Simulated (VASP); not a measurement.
# GaN (F-43m) in VASP: single point with PBE

Aim: the single point of GaN with PBE.

Everything below comes from runs of VASP 6.6.1. Logs are shortened: lines on timing, memory, paths and dates and some standing lists are left out, and cuts for length are marked.

### Step 1. The cell of the first run

The structure is cubic, space group F-43m (No. 216). Conventional cell: a = 4.507 Å, b = 4.507 Å, c = 4.507 Å, α = 90.00°, β = 90.00°, γ = 90.00°. Ga (site symmetry -43m) has 4 N at 1.95 Å within 2.6 Å. N (site symmetry -43m) has 4 Ga at 1.95 Å within 2.6 Å.

### Step 2. Single point, PBE

File INCAR:

```
PREC     = Accurate       # precision mode
ENCUT    = 600            # plane-wave cutoff, eV
EDIFF    = 1E-6           # SCF threshold, eV
ISMEAR   = 0              # smearing method
SIGMA    = 0.1            # smearing width, eV
LREAL    = F              # projectors in reciprocal space
LASPH    = T              # aspherical terms in the spheres
NELM     = 120            # most SCF steps
ALGO     = Normal         # electronic algorithm
ISIF     = 2              # what is computed and relaxed
LWAVE    = F              # write WAVECAR
LCHARG   = T              # write CHGCAR
GGA      = PE             # functional
LELF     = T              # ELF
LVHAR    = T            
NBANDS   = 16             # bands
GGA_COMPAT= F
```

File KPOINTS:

```
Automatic mesh
0
Gamma
  8 8 8
```

File POSCAR:

```
GaN
1.0
    3.1869310000      0.0000000000      0.0000000000
    1.5934655000      2.7599632061      0.0000000000
    1.5934655000      0.9199877354      2.6021182652
Ga N
1 1
Direct
    0.0000000000      0.0000000000      0.0000000000
    0.7500000000      0.7500000000      0.7500000000
```

Potentials or basis: VASP PAW PBE potentials, release 64 (Ga_d, N).

Run with:

```sh
cat potpaw_PBE.64/Ga_d/POTCAR potpaw_PBE.64/N/POTCAR > POTCAR
mpirun -np 1 vasp_std > vasp.out
```

OUTCAR:

```text
PREC = Accurate
   ENCUT = 600
   EDIFF = 1E-6
   ISMEAR = 0
   LREAL = F
   LASPH = T
   NELM = 120
   ISIF = 2
   GGA = PE

 ion  position               nearest neighbor table
   1  0.000  0.000  0.000-   2 1.95   2 1.95   2 1.95   2 1.95
   2  0.750  0.750  0.750-   1 1.95   1 1.95   1 1.95   1 1.95

  LATTYP: Found a face centered cubic cell.
 ALAT       =     4.5070010425

  Lattice vectors:

 A1 = (   3.1869310000,   0.0000000000,   0.0000000000)
 A2 = (   1.5934655000,   2.7599632061,   0.0000000000)
 A3 = (   1.5934655000,   0.9199877354,   2.6021182652)

Analysis of symmetry for initial positions (statically):
=====================================================================
 Subroutine PRICEL returns:
 Original cell was already a primitive cell.

 Routine SETGRP: Setting up the symmetry group for a
 face centered cubic supercell.

 Subroutine GETGRP returns: Found 24 space group operations
 (whereof 24 operations were pure point group operations)
 out of a pool of 48 trial point group operations.

The static configuration has the point symmetry T_d .

Analysis of symmetry for dynamics (positions and initial velocities):
=====================================================================
 Subroutine PRICEL returns:
 Original cell was already a primitive cell.

 Routine SETGRP: Setting up the symmetry group for a
 face centered cubic supercell.

 Subroutine GETGRP returns: Found 24 space group operations
 (whereof 24 operations were pure point group operations)
 out of a pool of 48 trial point group operations.

The dynamic configuration has the point symmetry T_d .

 Subroutine INISYM returns: Found 24 space group operations
 (whereof 24 operations are pure point group operations),
 and found     1 'primitive' translations

----------------------------------------------------------------------------------------

                                     Primitive cell

  volume of cell :      22.8877

  direct lattice vectors                    reciprocal lattice vectors
     3.186931000  0.000000000  0.000000000     0.313781503 -0.181161835 -0.128100762
     1.593465500  2.759963206  0.000000000     0.000000000  0.362323671 -0.128100762
     1.593465500  0.919987735  2.602118265     0.000000000  0.000000000  0.384302287

  length of vectors
     3.186931000  3.186931000  3.186931000     0.384302287  0.384302287  0.384302287

  position of ions in fractional coordinates (direct lattice)
     0.000000000  0.000000000  0.000000000
     0.750000000  0.750000000  0.750000000

[... 76 lines left out ...]
   EDIFF  = 0.1E-05   stopping-criterion for ELM
   LREAL  =      F    real-space projection
   EDIFFG = 0.1E-04   stopping-criterion for IOM
   NSW    =      0    number of steps for IOM
   IBRION =     -1    ionic relax: 0-MD 1-quasi-New 2-CG
   NFREE  =      0    steps in history (QN), initial steepest desc. (CG)
   ISIF   =      2    stress and relaxation
   ISYM   =      2    0-nonsym 1-usesym 2-fastsym
   POTIM  = 0.5000    time-step for ionic-motion
   TEBEG  =    0.0;   TEEND  =   0.0 temperature during run
   PSTRESS=    0.0 pullay stress
   NELECT =      18.0000    total number of electrons
   NUPDOWN=      -1.0000    fix difference up-down
   EMIN   =  10.00;   EMAX   =-10.00  energy-range for DOS
   EFERMI =   0.00;   METHOD = LEGACY
   ISMEAR =     0;   SIGMA  =   0.10  broadening in eV -4-tet -1-fermi 0-gaus
   EFERMI_NEDOS =   21; number of points for ismear=-14 and -15
   IALGO  =     38    algorithm
   IMIX   =      4    mixing-type and parameters
     AMIX     =   0.40;   BMIX     =  1.00
     AMIX_MAG =   1.60;   BMIX_MAG =  1.00
  volume/ion in A,a.u.               =      11.44        77.23
  Fermi-wavevector in a.u.,A,eV,Ry     =   1.511117  2.855596 31.068545  2.283474
  Thomas-Fermi vector in A             =   2.621217
   LORBIT       =      0    0 simple, 1 ext, 2 COOP (PROOUT), +10 PAW based schemes
   GGA     = PE    functional components
   LHFCALC =     F    Hartree Fock is set to
   AEXX    =    0.0000 exact exchange contribution
   IVDW    =     0    specifies the selected vdW correction
   LEPSILON=     F    determine dielectric tensor
   LRPA    =     F    only Hartree local field effects (RPA)
 non-spin polarized calculation
 Gauss-broadening in eV      SIGMA  =   0.10
  energy-cutoff  :      600.00
  volume of cell :       22.89
 maximum number of plane-waves:       778
 NGX is ok and might be reduce to    28
   NGX = 13   NGY = 13   NGZ = 13

 number of electron      18.0000005 magnetization

 Free energy of the ion-electron system (eV)
  ---------------------------------------------------
  ext. energy  EPLUGINS =         0.00000000
  ---------------------------------------------------
  free energy    TOTEN  =       -12.14419286 eV

  energy without entropy =      -12.14419286  energy(sigma->0) =      -12.14419286

 E-fermi :   5.7611     XC(G=0): -11.6669

 val. band max:        5.2817615856   @ k =   0.0000   0.0000   0.0000
 cond. band min:       7.0059716518   @ k =   0.0000   0.0000   0.0000
 fundamental gap:      1.7242100662
 Fermi energy:         5.7611157205

 k-point     1 :       0.0000    0.0000    0.0000
  band No.  band energies     occupation
      1     -10.6526      2.00000
      2      -8.1609      2.00000
      3      -8.1609      2.00000
      4      -8.1609      2.00000
      5      -7.8411      2.00000
      6      -7.8411      2.00000
[... 433 lines left out ...]
      3      -7.9947      2.00000
      4      -7.8610      2.00000
      5      -7.8082      2.00000
      6      -6.2860      2.00000
[... 8 lines left out ...]
     15      24.0837      0.00000
     16      26.3560      0.00000

 [... further k-points ...]

------------------------ aborting loop because EDIFF is reached ----------------------------------------

  FORCE on cell =-STRESS in cart. coord.  units (eV):
  Direction    XX          YY          ZZ          XY          YZ          ZX
  --------------------------------------------------------------------------------------
  -------------------------------------------------------------------------------------
  Total        0.7048412      0.7048412      0.7048412      0.0000000      0.0000000      0.0000000
  in kB       49.3399727     49.3399727     49.3399727      0.0000000      0.0000000      0.0000000
  external PRESSURE =      49.3399727 kB  Pullay stress =       0.0000000 kB

 VOLUME and BASIS-vectors are now :
 -----------------------------------------------------------------------------
  energy-cutoff  :      600.00
  volume of cell :       22.89
      direct lattice vectors                 reciprocal lattice vectors
     3.186931000  0.000000000  0.000000000     0.313781503 -0.181161835 -0.128100762
     1.593465500  2.759963206  0.000000000     0.000000000  0.362323671 -0.128100762
     1.593465500  0.919987735  2.602118265     0.000000000  0.000000000  0.384302287

 POSITION                                       TOTAL-FORCE (eV/Angst)
 -----------------------------------------------------------------------------------
      0.00000      0.00000      0.00000        -0.000000      0.000000     -0.000000
      4.78040      2.75996      1.95159         0.000000     -0.000000      0.000000
 -----------------------------------------------------------------------------------
    total drift:                               -0.000000     -0.000000      0.000000

  FREE ENERGIE OF THE ION-ELECTRON SYSTEM (eV)
  ---------------------------------------------------
  free  energy   TOTEN  =       -12.1441928551 eV

  energy  without entropy=      -12.1441928551  energy(sigma->0) =      -12.14419286
```

Wall time 27 s (1 thread of Intel Xeon 8259CL, shared host); peak memory 0.16 GiB.

Results:

- Free energy: -12.1442 eV
- Pressure: 4.9 GPa
- Band gap on the k mesh: 1.72 eV, direct

Levels at points of the mesh, in eV from the valence-band top:
```csv
k point,band 5,band 6,band 7,band 8,band 9,band 10,band 11,band 12,band 13,band 14
"(0.00, 0.00, 0.00)",-13.12,-13.12,0.00,0.00,0.00,1.72,10.30,10.30,10.30,17.60
"(0.50, 0.00, 0.00)",-13.08,-11.88,-7.04,-0.97,-0.97,4.64,8.73,10.37,10.37,15.63
"(0.50, 0.50, 0.00)",-13.05,-11.45,-6.12,-2.70,-2.70,3.35,6.66,11.71,13.96,13.96
```
